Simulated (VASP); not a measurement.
# Ir (P6_3/mmc) in VASP: notebook, part 2 of 2

VASP 6.6.1.

### 6 Single point, PBEsol

This run uses another cell than the first one, of 14.63 Å³/atom, 1.111 times its volume.

File INCAR:

```
SYSTEM = Ir
PREC     = Accurate       ! precision mode
ENCUT    = 520            ! plane-wave cutoff, eV
EDIFF    = 1E-6           ! SCF threshold, eV
ISMEAR   = 1              ! smearing method
SIGMA    = 0.1            ! smearing width, eV
LREAL    = .False.        ! projectors in reciprocal space
LASPH    = .True.         ! aspherical terms in the spheres
NELM     = 100            ! most SCF steps
ALGO     = Normal         ! electronic algorithm
ISIF     = 2              ! what is computed and relaxed
LWAVE    = .False.        ! write WAVECAR
LCHARG   = .False.        ! write CHGCAR
GGA      = PS             ! functional
NBANDS   = 16             ! bands
```

File KPOINTS:

```
regular mesh
0
Gamma
  12 12 7
  0 0 0
```

File POSCAR:

```
Ir
1.0
    2.7513778900      0.0000000000      0.0000000000
   -1.3756889500      2.3827631500      0.0000000000
    0.0000000000      0.0000000000      4.4622900000
Ir
2
Direct
    0.6666666667      0.3333333333      0.7500000000
    0.3333333333      0.6666666667      0.2500000000
```

Potentials or basis: VASP PAW PBE potentials, release 64 (Ir).

Command:

```
> cat potpaw_PBE.64/Ir/POTCAR > POTCAR
> mpirun -np 1 vasp_std > vasp.out
```

OUTCAR:

```text
SYSTEM = Ir
   PREC = Accurate
   ENCUT = 520
   EDIFF = 1E-6
   ISMEAR = 1
   LREAL = .False.
   LASPH = .True.
   NELM = 100
   ISIF = 2
   GGA = PS

 ion  position               nearest neighbor table
   1  0.667  0.333  0.750-   2 2.74   2 2.74   2 2.74   2 2.74   2 2.74   2 2.74
   2  0.333  0.667  0.250-   1 2.74   1 2.74   1 2.74   1 2.74   1 2.74   1 2.74

  LATTYP: Found a hexagonal cell.
 ALAT       =     2.7513778900
 C/A-ratio  =     1.6218382855

  Lattice vectors:

 A1 = (   2.7513778900,   0.0000000000,   0.0000000000)
 A2 = (  -1.3756889500,   2.3827631500,   0.0000000000)
 A3 = (   0.0000000000,   0.0000000000,   4.4622900000)

Analysis of symmetry for initial positions (statically):
=====================================================================
 Subroutine PRICEL returns:
 Original cell was already a primitive cell.

 Routine SETGRP: Setting up the symmetry group for a
 hexagonal supercell.

 Subroutine GETGRP returns: Found 24 space group operations
 (whereof 12 operations were pure point group operations)
 out of a pool of 24 trial point group operations.

The static configuration has the point symmetry D_3d.
 The point group associated with its full space group is D_6h.

[... 156 lines left out ...]
  ---------------------------------------------------
  free energy    TOTEN  =       -19.46028160 eV

  energy without entropy =      -19.46132585  energy(sigma->0) =      -19.46062968

 E-fermi :   9.8401     XC(G=0): -13.9063

 val. band max:        9.8298808425   @ k =   0.3333   0.3333   0.1429
 cond. band min:       9.8401522199   @ k =   0.2500   0.0833   0.4286
 fundamental gap:      0.0102713774
 Fermi energy:         9.8400926611

 k-point     1 :       0.0000    0.0000    0.0000
  band No.  band energies     occupation
      1      -1.1575      2.00000
      2       1.9051      2.00000
      3       6.0154      2.00000
      4       6.1138      2.00000
      5       6.1138      2.00000
      6       6.7410      2.00000
[... 433 lines left out ...]
      3       4.0168      2.00000
      4       5.0662      2.00000
      5       6.2239      2.00000
      6       6.3069      2.00000
[... 8 lines left out ...]
     15      23.8269      0.00000
     16      24.3977      0.00000

 [... further k-points ...]
[... 5 lines left out ...]
  --------------------------------------------------------------------------------------
  -------------------------------------------------------------------------------------
  Total       -2.2889453     -2.2889453     -1.9876662      0.0000000     -0.0000000      0.0000000
  in kB     -125.3594515   -125.3594517   -108.8591953      0.0000003     -0.0000000      0.0000000
  external PRESSURE =    -119.8593662 kB  Pullay stress =       0.0000000 kB

 VOLUME and BASIS-vectors are now :
 -----------------------------------------------------------------------------
  energy-cutoff  :      520.00
  volume of cell :       29.25
      direct lattice vectors                 reciprocal lattice vectors
     2.751377890  0.000000000  0.000000000     0.363454255  0.209840412  0.000000000
    -1.375688950  2.382763150  0.000000000     0.000000000  0.419680823  0.000000000
     0.000000000  0.000000000  4.462290000     0.000000000  0.000000000  0.224100182

 POSITION                                       TOTAL-FORCE (eV/Angst)
 -----------------------------------------------------------------------------------
      1.37569      0.79425      3.34672         0.000000     -0.000000      0.000000
     -0.00000      1.58851      1.11557         0.000000      0.000000      0.000000
 -----------------------------------------------------------------------------------
    total drift:                               -0.000000      0.000000     -0.000000

  FREE ENERGIE OF THE ION-ELECTRON SYSTEM (eV)
  ---------------------------------------------------
  free  energy   TOTEN  =       -19.4602815990 eV

  energy  without entropy=      -19.4613258450  energy(sigma->0) =      -19.46062968
```

stdout:

```text
POSCAR found type information on POSCAR Ir
 POSCAR found :  1 types and       2 ions
 scaLAPACK will be used
 -----------------------------------------------------------------------------
|                                                                             |
|                                                                             |
|     You enforced a specific xc type in the INCAR file but a different       |
|     I HOPE YOU KNOW WHAT YOU ARE DOING!                                     |
|                                                                             |
 -----------------------------------------------------------------------------

 LDA part: xc-table for (Slater+PW92), standard interpolation
 POSCAR, INCAR and KPOINTS ok, starting setup
 FFT: planning ... GRIDC
 FFT: planning ... GRID_SOFT
 FFT: planning ... GRID
 WAVECAR not read
 entering main loop
```

Run time: 16 s. Hardware: 1 thread of Intel Xeon Platinum 8488C (Sapphire Rapids), shared host; peak memory 0.16 GiB.

Results:

```yaml
Free_energy: -19.4603 eV
Pressure: -12.0 GPa
Band_gap_on_the_k_mesh: zero (band 9 reaches 10.71 eV, above the bottom of band 10 at 7.53 eV)
```

Caveat: the PAW data sets were made with another functional, which shifts forces and pressure a little; spin-orbit coupling is left out, which moves the levels of the heavy elements.

### 7 Summary

| cell | gap on the mesh (eV) | pressure (GPa) |
| --- | --- | --- |
| a = 2.656, b = 2.656, c = 4.308 Å, angles 90.0, 90.0, 120.0°, 2 atoms | none | 33.2 |
| a = 2.681, b = 2.681, c = 4.348 Å, angles 90.0, 90.0, 120.0°, 2 atoms | none | 19.1 |
| a = 2.705, b = 2.705, c = 4.387 Å, angles 90.0, 90.0, 120.0°, 2 atoms | none | 7.1 |
| a = 2.728, b = 2.728, c = 4.425 Å, angles 90.0, 90.0, 120.0°, 2 atoms | none | -3.2 |
| a = 2.751, b = 2.751, c = 4.462 Å, angles 90.0, 90.0, 120.0°, 2 atoms | none | -12.0 |

Alike in all rows: task single point; level PBEsol; potentials or basis VASP PAW PBE potentials, release 64 (Ir); no spin polarisation; k mesh 12 × 12 × 7; cutoff (eV) 520; smearing methfessel-paxton 0.1 eV.

Caveats: the PAW data sets were made with another functional, which shifts forces and pressure a little; spin-orbit coupling is left out, which moves the levels of the heavy elements.

Absolute energies hang on the potentials; compare differences alone.
